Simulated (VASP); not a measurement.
# BN (P6_3/mmc) in VASP: a series of runs

BN is run at these levels: PBE; tasks: single point.

All numbers are computed with VASP 6.6.1; they aren't measurements. Logs are shortened: lines on timing, memory, paths and dates and some standing lists are left out, and cuts for length are marked.

**1. The cell of the first run**

Symmetry: P6_3/mmc, No. 194, hexagonal system. Conventional cell: a = 2.537 Å, b = 2.537 Å, c = 6.749 Å, α = 90.00°, β = 90.00°, γ = 120.00°. Within 2.0 Å of B (site symmetry -6m2) lie 3 N at 1.46 Å. Within 2.0 Å of N (site symmetry -6m2) lie 3 B at 1.46 Å.

**2. Single point, PBE (volume scaled by 1.04)**

Contents of INCAR:

```
PREC = Accurate
ENCUT = 520
EDIFF = 1E-6
ISMEAR = -1
SIGMA = 0.02
LREAL = F
LASPH = T
NELM = 80
ALGO = Normal
ISIF = 2
LWAVE = F
LCHARG = F
GGA = PE
NBANDS = 16
```

Contents of KPOINTS:

```
regular mesh
0
Gamma
  11 11 4
```

Contents of POSCAR:

```
BN
1.0
    2.5369427423      0.0000000000      0.0000000000
   -1.2684713712      2.1970568628      0.0000000000
    0.0000000000      0.0000000000      6.7488574207
B N
2 2
Direct
    0.3333333333      0.6666666667      0.2500000000
    0.6666666667      0.3333333333      0.7500000000
    0.3333333333      0.6666666667      0.7500000000
    0.6666666667      0.3333333333      0.2500000000
```

Potentials or basis: VASP PAW PBE potentials, release 64 (B, N).

On the command line:

```
cat potpaw_PBE.64/B/POTCAR potpaw_PBE.64/N/POTCAR > POTCAR
mpirun -np 1 vasp_std > vasp.out
```

OUTCAR:

```text
PREC = Accurate
   ENCUT = 520
   EDIFF = 1E-6
   ISMEAR = -1
   LREAL = F
   LASPH = T
   NELM = 80
   ISIF = 2
   GGA = PE

 ion  position               nearest neighbor table
   1  0.333  0.667  0.250-   4 1.46   4 1.46   4 1.46
   2  0.667  0.333  0.750-   3 1.46   3 1.46   3 1.46
   3  0.333  0.667  0.750-   2 1.46   2 1.46   2 1.46
   4  0.667  0.333  0.250-   1 1.46   1 1.46   1 1.46

  LATTYP: Found a hexagonal cell.
 ALAT       =     2.5369427423
 C/A-ratio  =     2.6602324555

  Lattice vectors:

 A1 = (   2.5369427423,   0.0000000000,   0.0000000000)
 A2 = (  -1.2684713712,   2.1970568628,   0.0000000000)
 A3 = (   0.0000000000,   0.0000000000,   6.7488574207)

Analysis of symmetry for initial positions (statically):
=====================================================================
 Subroutine PRICEL returns:
 Original cell was already a primitive cell.

 Routine SETGRP: Setting up the symmetry group for a
 hexagonal supercell.

 Subroutine GETGRP returns: Found 24 space group operations
 (whereof 12 operations were pure point group operations)
 out of a pool of 24 trial point group operations.

The static configuration has the point symmetry D_3d.
 The point group associated with its full space group is D_6h.

Analysis of symmetry for dynamics (positions and initial velocities):
=====================================================================
 Subroutine PRICEL returns:
 Original cell was already a primitive cell.

 Routine SETGRP: Setting up the symmetry group for a
 hexagonal supercell.

 Subroutine GETGRP returns: Found 24 space group operations
 (whereof 12 operations were pure point group operations)
 out of a pool of 24 trial point group operations.

The dynamic configuration has the point symmetry D_3d.
 The point group associated with its full space group is D_6h.

 Subroutine INISYM returns: Found 24 space group operations
 (whereof 12 operations are pure point group operations),
 and found     1 'primitive' translations

----------------------------------------------------------------------------------------

                                     Primitive cell

  volume of cell :      37.6168

  direct lattice vectors                    reciprocal lattice vectors
     2.536942742  0.000000000  0.000000000     0.394175234  0.227577178  0.000000000
    -1.268471371  2.197056863  0.000000000     0.000000000  0.455154355  0.000000000
     0.000000000  0.000000000  6.748857421     0.000000000  0.000000000  0.148173230

  length of vectors
     2.536942742  2.536942742  6.748857421     0.455154355  0.455154355  0.148173230

  position of ions in fractional coordinates (direct lattice)
     0.333333333  0.666666667  0.250000000
     0.666666667  0.333333333  0.750000000
     0.333333333  0.666666667  0.750000000
     0.666666667  0.333333333  0.250000000

  ion indices of the primitive-cell ions
   primitive index   ion index
                 1           1
                 2           2
                 3           3
                 4           4

----------------------------------------------------------------------------------------

 KPOINTS: regular mesh

Automatic generation of k-mesh.
 Grid dimensions read from file:
 generate k-points for:   11   11    4

 Generating k-lattice:

  Cartesian coordinates                     Fractional coordinates (reciprocal lattice)
     0.035834112  0.020688834  0.000000000     0.090909091  0.000000000  0.000000000
     0.000000000  0.041377669  0.000000000     0.000000000  0.090909091  0.000000000
     0.000000000  0.000000000  0.037043307     0.000000000  0.000000000  0.250000000

  Length of vectors
     0.041377669  0.041377669  0.037043307

  Shift w.r.t. Gamma in fractional coordinates (k-lattice)
     0.000000000  0.000000000  0.000000000

 Subroutine IBZKPT returns following result:
 ===========================================

 Found     48 irreducible k-points:

 Following reciprocal coordinates:
            Coordinates               Weight
  0.000000  0.000000  0.000000      1.000000
  0.090909 -0.000000  0.000000      6.000000
  0.181818  0.000000  0.000000      6.000000
  0.272727  0.000000  0.000000      6.000000
  0.363636  0.000000  0.000000      6.000000
  0.454545  0.000000  0.000000      6.000000
[... 16 lines left out ...]
  0.090909  0.090909  0.250000     12.000000
  0.181818  0.090909  0.250000     24.000000
 [... further k-points ...]
   k-points           NKPTS =     48   k-points in BZ     NKDIM =     48   number of bands    NBANDS=     16
   number of dos      NEDOS =    301   number of ions     NIONS =      4
   total plane-waves  NPLWV =  20000
   dimension x,y,z NGX =    20 NGY =   20 NGZ =   50
   dimension x,y,z NGXF=    40 NGYF=   40 NGZF=  100
   ions per type =               2   2
   NGX,Y,Z   is equivalent  to a cutoff of  13.11, 13.11, 12.32 a.u.
   NGXF,Y,Z  is equivalent  to a cutoff of  26.21, 26.21, 24.63 a.u.
 SYSTEM =  unknown system
   PREC   = accura    normal or accurate (medium, high low for compatibility)
   ISTART =      0    job   : 0-new  1-cont  2-samecut
   ICHARG =      2    charge: 1-file 2-atom 10-const
   ISPIN  =      1    spin polarized calculation?
   LNONCOLLINEAR =      F non collinear calculations
   LSORBIT =      F    spin-orbit coupling
   LASPH  =      T    aspherical Exc in radial PAW
   ENCUT  =  520.0 eV  38.22 Ry    6.18 a.u.   4.72  4.72 12.55*2*pi/ulx,y,z
   NELM   =     80;   NELMIN=  2; NELMDL= -5     # of ELM steps
   EDIFF  = 0.1E-05   stopping-criterion for ELM
   LREAL  =      F    real-space projection
   EDIFFG = 0.1E-04   stopping-criterion for IOM
   NSW    =      0    number of steps for IOM
   IBRION =     -1    ionic relax: 0-MD 1-quasi-New 2-CG
   NFREE  =      0    steps in history (QN), initial steepest desc. (CG)
   ISIF   =      2    stress and relaxation
   ISYM   =      2    0-nonsym 1-usesym 2-fastsym
   POTIM  = 0.5000    time-step for ionic-motion
   TEBEG  =    0.0;   TEEND  =   0.0 temperature during run
   PSTRESS=    0.0 pullay stress
   NELECT =      16.0000    total number of electrons
   NUPDOWN=      -1.0000    fix difference up-down
   EMIN   =  10.00;   EMAX   =-10.00  energy-range for DOS
   EFERMI =   0.00;   METHOD = LEGACY
   ISMEAR =    -1;   SIGMA  =   0.02  broadening in eV -4-tet -1-fermi 0-gaus
   EFERMI_NEDOS =   21; number of points for ismear=-14 and -15
   IALGO  =     38    algorithm
   IMIX   =      4    mixing-type and parameters
     AMIX     =   0.40;   BMIX     =  1.00
     AMIX_MAG =   1.60;   BMIX_MAG =  1.00
  volume/ion in A,a.u.               =       9.40        63.46
  Fermi-wavevector in a.u.,A,eV,Ry     =   1.231178  2.326589 20.623692  1.515799
  Thomas-Fermi vector in A             =   2.365997
   LORBIT       =      0    0 simple, 1 ext, 2 COOP (PROOUT), +10 PAW based schemes
   GGA     = PE    functional components
   LHFCALC =     F    Hartree Fock is set to
   AEXX    =    0.0000 exact exchange contribution
   IVDW    =     0    specifies the selected vdW correction
   LEPSILON=     F    determine dielectric tensor
   LRPA    =     F    only Hartree local field effects (RPA)
 non-spin polarized calculation
  energy-cutoff  :      520.00
  volume of cell :       37.62
 maximum number of plane-waves:      1046
 NGX is ok and might be reduce to    20
   NGX =  9   NGY =  9   NGZ = 25

 number of electron      16.0000001 magnetization

 Free energy of the ion-electron system (eV)
  ---------------------------------------------------
  ext. energy  EPLUGINS =         0.00000000
  ---------------------------------------------------
  free energy    TOTEN  =       -35.14457687 eV

  energy without entropy =      -35.14457687  energy(sigma->0) =      -35.14457687

 E-fermi :   2.4746     XC(G=0):  -9.8838

 val. band max:        2.0078188816   @ k =   0.3636   0.2727   0.0000
 cond. band min:       6.2865370981   @ k =   0.4545   0.0909   0.0000
 fundamental gap:      4.2787182165
 Fermi energy:         2.4746367073

 k-point     1 :       0.0000    0.0000    0.0000
  band No.  band energies     occupation
      1     -15.5724      2.00000
      2     -15.3091      2.00000
      3      -3.9746      2.00000
      4      -1.9853      2.00000
      5       0.6059      2.00000
      6       0.6059      2.00000
[... 8 lines left out ...]
     15      13.4805      0.00000
     16      14.5352      0.00000

 k-point     2 :       0.0909   -0.0000    0.0000
  band No.  band energies     occupation
      1     -15.4156      2.00000
      2     -15.1573      2.00000
      3      -3.7598      2.00000
      4      -1.7925      2.00000
      5      -0.0418      2.00000
      6      -0.0135      2.00000
[... 8 lines left out ...]
     15      13.9954      0.00000
     16      14.1208      0.00000

 k-point     3 :       0.1818    0.0000    0.0000
  band No.  band energies     occupation
      1     -14.9557      2.00000
      2     -14.7126      2.00000
      3      -3.1251      2.00000
      4      -1.6362      2.00000
      5      -1.5988      2.00000
      6      -1.2287      2.00000
[... 8 lines left out ...]
     15      15.6917      0.00000
     16      15.7959      0.00000

 k-point     4 :       0.2727    0.0000    0.0000
  band No.  band energies     occupation
      1     -14.2331      2.00000
      2     -14.0174      2.00000
      3      -3.5777      2.00000
      4      -3.5182      2.00000
      5      -2.1082      2.00000
      6      -1.1405      2.00000
[... 8 lines left out ...]
     15      16.8671      0.00000
     16      18.1727      0.00000
[... 324 lines left out ...]
 k-point    22 :       0.4545    0.0000    0.2500
  band No.  band energies     occupation
      1     -12.6135      2.00000
      2     -12.5482      2.00000
      3      -6.5854      2.00000
      4      -6.5369      2.00000
      5      -2.0522      2.00000
      6      -2.0104      2.00000
[... 8 lines left out ...]
     15      17.4080      0.00000
     16      19.7405      0.00000

 k-point    23 :       0.0909    0.0909    0.2500
  band No.  band energies     occupation
      1     -15.0722      2.00000
      2     -14.8968      2.00000
      3      -3.1016      2.00000
      4      -1.7707      2.00000
      5      -1.0600      2.00000
      6      -1.0367      2.00000
[... 8 lines left out ...]
     15      14.8983      0.00000
     16      15.3505      0.00000

 k-point    24 :       0.1818    0.0909    0.2500
  band No.  band energies     occupation
      1     -14.4816      2.00000
      2     -14.3210      2.00000
      3      -2.7180      2.00000
      4      -2.6791      2.00000
      5      -2.2556      2.00000
      6      -1.1337      2.00000
[... 8 lines left out ...]
     15      16.3492      0.00000
     16      16.4796      0.00000

 [... further k-points ...]
[... 5 lines left out ...]
  --------------------------------------------------------------------------------------
  -------------------------------------------------------------------------------------
  Total       -2.2594594     -2.2594594      0.5246012      0.0000000      0.0000000     -0.0000000
  in kB      -96.2349692    -96.2349692     22.3438324      0.0000000      0.0000000     -0.0000000
  external PRESSURE =     -56.7087020 kB  Pullay stress =       0.0000000 kB

 VOLUME and BASIS-vectors are now :
 -----------------------------------------------------------------------------
  energy-cutoff  :      520.00
  volume of cell :       37.62
      direct lattice vectors                 reciprocal lattice vectors
     2.536942742  0.000000000  0.000000000     0.394175234  0.227577178  0.000000000
    -1.268471371  2.197056863  0.000000000     0.000000000  0.455154355  0.000000000
     0.000000000  0.000000000  6.748857421     0.000000000  0.000000000  0.148173230

 POSITION                                       TOTAL-FORCE (eV/Angst)
 -----------------------------------------------------------------------------------
     -0.00000      1.46470      1.68721         0.000000      0.000000      0.000000
      1.26847      0.73235      5.06164        -0.000000     -0.000000      0.000000
     -0.00000      1.46470      5.06164        -0.000000     -0.000000      0.000000
      1.26847      0.73235      1.68721         0.000000      0.000000      0.000000
 -----------------------------------------------------------------------------------
    total drift:                                0.000000     -0.000000      0.000000

  FREE ENERGIE OF THE ION-ELECTRON SYSTEM (eV)
  ---------------------------------------------------
  free  energy   TOTEN  =       -35.1445768715 eV

  energy  without entropy=      -35.1445768715  energy(sigma->0) =      -35.14457687
```

It took 40 s on 1 thread of Intel Xeon Platinum 8259CL at 2.50GHz (Skylake/Cascade Lake), shared host; peak memory 0.16 GiB.

What came out:

```yaml
Free_energy: -35.1446 eV
Pressure: -5.7 GPa
Band_gap_on_the_k_mesh: 4.28 eV, indirect (least direct gap 4.58 eV)
```

Stress tensor (GPa, compression positive):
```
-9.62  0.00  0.00
 0.00 -9.62  0.00
 0.00  0.00  2.23
```

Caveat: this functional lacks dispersion, which binds the layers, so the pressure and a relaxed spacing across them are unreliable. A k mesh can miss the band edges.

**3. Single point, PBE (equal xx and yy strain of -1 %)**

Contents of INCAR:

```
SYSTEM = BN
PREC = Accurate ; ENCUT = 520
EDIFF = 1E-6 ; ISMEAR = -1
SIGMA = 0.02 ; LREAL = .False.
LASPH = .True. ; NELM = 80
ALGO = Normal ; ISIF = 2
LWAVE = .False. ; LCHARG = .False.
GGA = PE ; NBANDS = 16
```

Contents of KPOINTS:

```
regular mesh
0
Gamma
  11 11 4
  0 0 0
```

Contents of POSCAR:

```
BN
1.0
    2.4789517873      0.0000000000      0.0000000000
   -1.2394758937      2.1468352225      0.0000000000
    0.0000000000      0.0000000000      6.6612000000
B N
2 2
Direct
    0.3333333333      0.6666666667      0.2500000000
    0.6666666667      0.3333333333      0.7500000000
    0.3333333333      0.6666666667      0.7500000000
    0.6666666667      0.3333333333      0.2500000000
```

Potentials or basis: VASP PAW PBE potentials, release 64 (B, N).

On the command line:

```
cat potpaw_PBE.64/B/POTCAR potpaw_PBE.64/N/POTCAR > POTCAR
mpirun -np 1 vasp_std > vasp.out
```

It took 24 s on 1 thread of Intel Xeon 6975P-C (Granite Rapids), shared host; peak memory 0.14 GiB.

It converged, with:

- Free energy: -35.1121 eV
- Pressure: 11.0 GPa
- Band gap on the k mesh: 4.39 eV, indirect (least direct gap 4.75 eV)

Stress tensor (GPa, compression positive):
```
15.18  0.00  0.00
 0.00 15.18  0.00
 0.00  0.00  2.78
```

Levels at points of the mesh, in eV from the valence-band top:
```csv
k point,band 5,band 6,band 7,band 8,band 9,band 10,band 11,band 12
"(0.00, 0.00, 0.00)",-1.32,-1.32,-1.29,-1.29,5.21,10.35,11.78,11.78
"(0.00, 0.00, 0.50)",-1.30,-1.30,-1.30,-1.30,7.59,7.59,11.84,11.84
```

Caveat: the cell differs from its parent crystal (equal xx and yy strain of -1 %); this functional lacks dispersion, which binds the layers, so the pressure and a relaxed spacing across them are unreliable. A k mesh can miss the band edges.
